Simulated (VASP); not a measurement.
# KOs3 (P6_3/mmc) in VASP: single point with PBE

Aim: the single point of KOs3 with PBE.

Everything below comes from runs of VASP 6.6.1. Logs are shortened: lines on timing, memory, paths and dates and some standing lists are left out, and cuts for length are marked.

## (1) The cell of the first run

Symmetry: P6_3/mmc, No. 194, hexagonal system. The conventional cell has a = 7.588 Å, b = 7.588 Å, c = 4.335 Å, α = 90.00°, β = 90.00°, γ = 120.00°. Within 4.9 Å of K (site symmetry -6m2) lie 12 Os at 3.65 to 3.87 Å and 8 K at 4.33 to 4.89 Å. Within 3.3 Å of Os (site symmetry mm2) lie 6 Os at 2.50 to 2.61 Å.

## (2) Single point, PBE

INCAR

```
SYSTEM = KOs3
ALGO = Fast ; EDIFF = 1E-6
ENCUT = 520 ; GGA = PE
ISIF = 2 ; ISMEAR = 0
LASPH = .TRUE. ; LCHARG = .TRUE.
LELF = .TRUE. ; LREAL = .FALSE.
LVHAR = .TRUE. ; LWAVE = .FALSE.
NBANDS = 43 ; NELM = 100
PREC = Accurate ; SIGMA = 0.1
```

KPOINTS

```
k-points
0
G
  6 6 10
  0 0 0
```

POSCAR

```
KOs3
1.0
    7.5884112768      0.0000000000      0.0000000000
   -3.7942056384      6.5717569400      0.0000000000
    0.0000000000      0.0000000000      4.3346430928
K Os
2 6
Direct
    0.3333333333      0.6666666667      0.2500000000
    0.6666666667      0.3333333333      0.7500000000
    0.8900231996      0.7800463992      0.2500000000
    0.1099768004      0.8900231996      0.7500000000
    0.2199536008      0.1099768004      0.2500000000
    0.1099768004      0.2199536008      0.7500000000
    0.8900231996      0.1099768004      0.2500000000
    0.7800463992      0.8900231996      0.7500000000
```

Potentials or basis: VASP PAW PBE potentials, release 64 (K_sv, Os).

The run is started by

```sh
$ cat potpaw_PBE.64/K_sv/POTCAR potpaw_PBE.64/Os/POTCAR > POTCAR
$ mpirun -np 1 vasp_std > vasp.out
```

OUTCAR:

```text
SYSTEM = KOs3
   EDIFF = 1E-6
   ENCUT = 520
   GGA = PE
   ISIF = 2
   ISMEAR = 0
   LASPH = .TRUE.
   LREAL = .FALSE.
   NELM = 100
   PREC = Accurate

 ion  position               nearest neighbor table
   1  0.333  0.667  0.250-
   2  0.667  0.333  0.750-
   3  0.890  0.780  0.250-   5 2.50   7 2.50   4 2.61   8 2.61   4 2.61   8 2.61
   4  0.110  0.890  0.750-   6 2.50   8 2.50   5 2.61   5 2.61   3 2.61   3 2.61
   5  0.220  0.110  0.250-   3 2.50   7 2.50   4 2.61   4 2.61   6 2.61   6 2.61
   6  0.110  0.220  0.750-   4 2.50   8 2.50   7 2.61   5 2.61   5 2.61   7 2.61
   7  0.890  0.110  0.250-   3 2.50   5 2.50   8 2.61   8 2.61   6 2.61   6 2.61
   8  0.780  0.890  0.750-   6 2.50   4 2.50   7 2.61   7 2.61   3 2.61   3 2.61

  LATTYP: Found a hexagonal cell.
 ALAT       =     7.5884112768
 C/A-ratio  =     0.5712187881

  Lattice vectors:

 A1 = (   7.5884112768,   0.0000000000,   0.0000000000)
 A2 = (  -3.7942056384,   6.5717569400,   0.0000000000)
 A3 = (   0.0000000000,   0.0000000000,   4.3346430928)

Analysis of symmetry for initial positions (statically):
=====================================================================
 Subroutine PRICEL returns:
 Original cell was already a primitive cell.

 Routine SETGRP: Setting up the symmetry group for a
 hexagonal supercell.

 Subroutine GETGRP returns: Found 24 space group operations
 (whereof 12 operations were pure point group operations)
 out of a pool of 24 trial point group operations.

The static configuration has the point symmetry D_3d.
 The point group associated with its full space group is D_6h.

Analysis of symmetry for dynamics (positions and initial velocities):
=====================================================================
 Subroutine PRICEL returns:
 Original cell was already a primitive cell.

 Routine SETGRP: Setting up the symmetry group for a
 hexagonal supercell.

 Subroutine GETGRP returns: Found 24 space group operations
 (whereof 12 operations were pure point group operations)
 out of a pool of 24 trial point group operations.

The dynamic configuration has the point symmetry D_3d.
 The point group associated with its full space group is D_6h.

 Subroutine INISYM returns: Found 24 space group operations
 (whereof 12 operations are pure point group operations),
 and found     1 'primitive' translations

----------------------------------------------------------------------------------------

                                     Primitive cell

  volume of cell :     216.1652

  direct lattice vectors                    reciprocal lattice vectors
     7.588411277  0.000000000  0.000000000     0.131779890  0.076083155  0.000000000
    -3.794205638  6.571756940  0.000000000     0.000000000  0.152166309  0.000000000
     0.000000000  0.000000000  4.334643093     0.000000000  0.000000000  0.230699501

  length of vectors
     7.588411277  7.588411277  4.334643093     0.152166309  0.152166309  0.230699501

  position of ions in fractional coordinates (direct lattice)
     0.333333333  0.666666667  0.250000000
     0.666666667  0.333333333  0.750000000
     0.890023200  0.780046399  0.250000000
     0.109976800  0.890023200  0.750000000
     0.219953601  0.109976800  0.250000000
     0.109976800  0.219953601  0.750000000
     0.890023200  0.109976800  0.250000000
     0.780046399  0.890023200  0.750000000

  ion indices of the primitive-cell ions
   primitive index   ion index
                 1           1
                 2           2
                 3           3
                 4           4
                 5           5
                 6           6
                 7           7
                 8           8

----------------------------------------------------------------------------------------

 KPOINTS: k-points

Automatic generation of k-mesh.
 Grid dimensions read from file:
 generate k-points for:    6    6   10

 Generating k-lattice:

  Cartesian coordinates                     Fractional coordinates (reciprocal lattice)
     0.021963315  0.012680526  0.000000000     0.166666667 -0.000000000  0.000000000
     0.000000000  0.025361052  0.000000000     0.000000000  0.166666667  0.000000000
     0.000000000  0.000000000  0.023069950     0.000000000  0.000000000  0.100000000

  Length of vectors
     0.025361052  0.025361052  0.023069950

  Shift w.r.t. Gamma in fractional coordinates (k-lattice)
     0.000000000  0.000000000  0.000000000

 Subroutine IBZKPT returns following result:
 ===========================================

 Found     42 irreducible k-points:

 Following reciprocal coordinates:
            Coordinates               Weight
  0.000000  0.000000  0.000000      1.000000
  0.166667  0.000000  0.000000      6.000000
  0.333333  0.000000  0.000000      6.000000
  0.500000  0.000000  0.000000      3.000000
  0.166667  0.166667  0.000000      6.000000
  0.333333  0.166667  0.000000     12.000000
[... 16 lines left out ...]
  0.166667  0.000000  0.300000     12.000000
  0.333333  0.000000  0.300000     12.000000
 [... further k-points ...]
   k-points           NKPTS =     42   k-points in BZ     NKDIM =     42   number of bands    NBANDS=     43
   number of dos      NEDOS =    301   number of ions     NIONS =      8
   total plane-waves  NPLWV = 100352
   dimension x,y,z NGX =    56 NGY =   56 NGZ =   32
   dimension x,y,z NGXF=   112 NGYF=  112 NGZF=   64
   ions per type =               2   6
   NGX,Y,Z   is equivalent  to a cutoff of  12.27, 12.27, 12.27 a.u.
   NGXF,Y,Z  is equivalent  to a cutoff of  24.54, 24.54, 24.55 a.u.
 SYSTEM =  KOs3
   PREC   = accura    normal or accurate (medium, high low for compatibility)
   ISTART =      0    job   : 0-new  1-cont  2-samecut
   ICHARG =      2    charge: 1-file 2-atom 10-const
   ISPIN  =      1    spin polarized calculation?
   LNONCOLLINEAR =      F non collinear calculations
   LSORBIT =      F    spin-orbit coupling
   LASPH  =      T    aspherical Exc in radial PAW
   ENCUT  =  520.0 eV  38.22 Ry    6.18 a.u.  14.11 14.11  8.06*2*pi/ulx,y,z
   NELM   =    100;   NELMIN=  2; NELMDL= -5     # of ELM steps
   EDIFF  = 0.1E-05   stopping-criterion for ELM
   LREAL  =      F    real-space projection
   EDIFFG = 0.1E-04   stopping-criterion for IOM
   NSW    =      0    number of steps for IOM
   IBRION =     -1    ionic relax: 0-MD 1-quasi-New 2-CG
   NFREE  =      0    steps in history (QN), initial steepest desc. (CG)
   ISIF   =      2    stress and relaxation
   ISYM   =      2    0-nonsym 1-usesym 2-fastsym
   POTIM  = 0.5000    time-step for ionic-motion
   TEBEG  =    0.0;   TEEND  =   0.0 temperature during run
   PSTRESS=    0.0 pullay stress
   NELECT =      66.0000    total number of electrons
   NUPDOWN=      -1.0000    fix difference up-down
   EMIN   =  10.00;   EMAX   =-10.00  energy-range for DOS
   EFERMI =   0.00;   METHOD = LEGACY
   ISMEAR =     0;   SIGMA  =   0.10  broadening in eV -4-tet -1-fermi 0-gaus
   EFERMI_NEDOS =   21; number of points for ismear=-14 and -15
   IALGO  =     68    algorithm
   IMIX   =      4    mixing-type and parameters
     AMIX     =   0.40;   BMIX     =  1.00
     AMIX_MAG =   1.60;   BMIX_MAG =  1.00
  volume/ion in A,a.u.               =      27.02       182.34
  Fermi-wavevector in a.u.,A,eV,Ry     =   1.102370  2.083178 16.534081  1.215221
  Thomas-Fermi vector in A             =   2.238812
   LORBIT       =      0    0 simple, 1 ext, 2 COOP (PROOUT), +10 PAW based schemes
   GGA     = PE    functional components
   LHFCALC =     F    Hartree Fock is set to
   AEXX    =    0.0000 exact exchange contribution
   IVDW    =     0    specifies the selected vdW correction
   LEPSILON=     F    determine dielectric tensor
   LRPA    =     F    only Hartree local field effects (RPA)
 non-spin polarized calculation
 RMM-DIIS sequential band-by-band and
 Gauss-broadening in eV      SIGMA  =   0.10
  energy-cutoff  :      520.00
  volume of cell :      216.17
 maximum number of plane-waves:      5872
   NGX = 29   NGY = 29   NGZ = 17

 number of electron      66.0000000 magnetization

 Free energy of the ion-electron system (eV)
  ---------------------------------------------------
  ext. energy  EPLUGINS =         0.00000000
  ---------------------------------------------------
  free energy    TOTEN  =       -57.38038603 eV

  energy without entropy =      -57.31342998  energy(sigma->0) =      -57.34690800

 E-fermi :   2.6095     XC(G=0):  -9.4600

 val. band max:        2.6085201783   @ k =   0.3333   0.1667   0.2000
 cond. band min:       2.6112690916   @ k =   0.3333   0.0000   0.5000
 fundamental gap:      0.0027489133
 Fermi energy:         2.6095206793

 k-point     1 :       0.0000    0.0000    0.0000
  band No.  band energies     occupation
      1     -27.2758      2.00000
      2     -27.2733      2.00000
      3     -10.8064      2.00000
      4     -10.8064      2.00000
      5     -10.7900      2.00000
      6     -10.7787      2.00000
[... 35 lines left out ...]
     42       4.3992      0.00000
     43       4.9211      0.00000

 k-point     2 :       0.1667    0.0000    0.0000
  band No.  band energies     occupation
      1     -27.2757      2.00000
      2     -27.2735      2.00000
      3     -10.8080      2.00000
      4     -10.8063      2.00000
      5     -10.7893      2.00000
      6     -10.7793      2.00000
[... 35 lines left out ...]
     42       4.2713      0.00000
     43       4.5309      0.00000

 k-point     3 :       0.3333    0.0000    0.0000
  band No.  band energies     occupation
      1     -27.2753      2.00000
      2     -27.2738      2.00000
      3     -10.8110      2.00000
      4     -10.8071      2.00000
      5     -10.7875      2.00000
      6     -10.7832      2.00000
[... 35 lines left out ...]
     42       4.8110      0.00000
     43       5.1883      0.00000

 k-point     4 :       0.5000    0.0000    0.0000
  band No.  band energies     occupation
      1     -27.2750      2.00000
      2     -27.2742      2.00000
      3     -10.8124      2.00000
      4     -10.8080      2.00000
      5     -10.7860      2.00000
      6     -10.7846      2.00000
[... 863 lines left out ...]
     42       4.0071      0.00000
     43       4.4472      0.00000

 k-point    23 :       0.1667    0.0000    0.3000
  band No.  band energies     occupation
      1     -27.2725      2.00000
      2     -27.2712      2.00000
      3     -10.8488      2.00000
      4     -10.8442      2.00000
      5     -10.7935      2.00000
      6     -10.7921      2.00000
[... 35 lines left out ...]
     42       4.2248      0.00000
     43       4.6232      0.00000

 k-point    24 :       0.3333    0.0000    0.3000
  band No.  band energies     occupation
      1     -27.2722      2.00000
      2     -27.2714      2.00000
      3     -10.8489      2.00000
      4     -10.8456      2.00000
      5     -10.7952      2.00000
      6     -10.7911      2.00000
[... 35 lines left out ...]
     42       3.9046      0.00000
     43       4.1269      0.00000

 [... further k-points ...]

------------------------ aborting loop because EDIFF is reached ----------------------------------------

  FORCE on cell =-STRESS in cart. coord.  units (eV):
  Direction    XX          YY          ZZ          XY          YZ          ZX
  --------------------------------------------------------------------------------------
  -------------------------------------------------------------------------------------
  Total        0.0897858      0.0897858      0.1305179     -0.0000000      0.0000000      0.0000000
  in kB        0.6654765      0.6654765      0.9673753     -0.0000000      0.0000000      0.0000000
  external PRESSURE =       0.7661094 kB  Pullay stress =       0.0000000 kB

 VOLUME and BASIS-vectors are now :
 -----------------------------------------------------------------------------
  energy-cutoff  :      520.00
  volume of cell :      216.17
      direct lattice vectors                 reciprocal lattice vectors
     7.588411277  0.000000000  0.000000000     0.131779890  0.076083155  0.000000000
    -3.794205638  6.571756940  0.000000000     0.000000000  0.152166309  0.000000000
     0.000000000  0.000000000  4.334643093     0.000000000  0.000000000  0.230699501

 POSITION                                       TOTAL-FORCE (eV/Angst)
 -----------------------------------------------------------------------------------
     -0.00000      4.38117      1.08366        -0.000000     -0.000000      0.000000
      3.79421      2.19059      3.25098        -0.000000     -0.000000      0.000000
      3.79421      5.12628      1.08366        -0.000000     -0.033093     -0.000000
     -2.54238      5.84902      3.25098         0.028660     -0.016547     -0.000000
      1.25182      0.72274      1.08366         0.028660      0.016547      0.000000
      0.00000      1.44548      3.25098         0.000000      0.033093      0.000000
      6.33659      0.72274      1.08366        -0.028660      0.016547     -0.000000
      2.54238      5.84902      3.25098        -0.028660     -0.016547      0.000000
 -----------------------------------------------------------------------------------
    total drift:                               -0.000000      0.000000     -0.000000

  FREE ENERGIE OF THE ION-ELECTRON SYSTEM (eV)
  ---------------------------------------------------
  free  energy   TOTEN  =       -57.3803860284 eV

  energy  without entropy=      -57.3134299765  energy(sigma->0) =      -57.34690800
```

It took 10 min on 1 thread of Intel Xeon Platinum 8375C at 2.90GHz (Ice Lake), shared host; peak memory 0.5 GiB.

Results:

```yaml
Free_energy: -57.3804 eV
Pressure: 0.1 GPa
Largest_force: 0.033 eV/Å
Band_gap_on_the_k_mesh: zero (bands 33 and 34 overlap by 0.40 eV)
```

Forces in eV/Å, atoms in the order of the input:
```
K    0.000  0.000  0.000
K    0.000  0.000  0.000
Os   0.000 -0.033  0.000
Os   0.029 -0.017  0.000
Os   0.029  0.017  0.000
Os   0.000  0.033  0.000
Os  -0.029  0.017  0.000
Os  -0.029 -0.017  0.000
```

Caveat: spin-orbit coupling is left out, which moves the levels of the heavy elements.
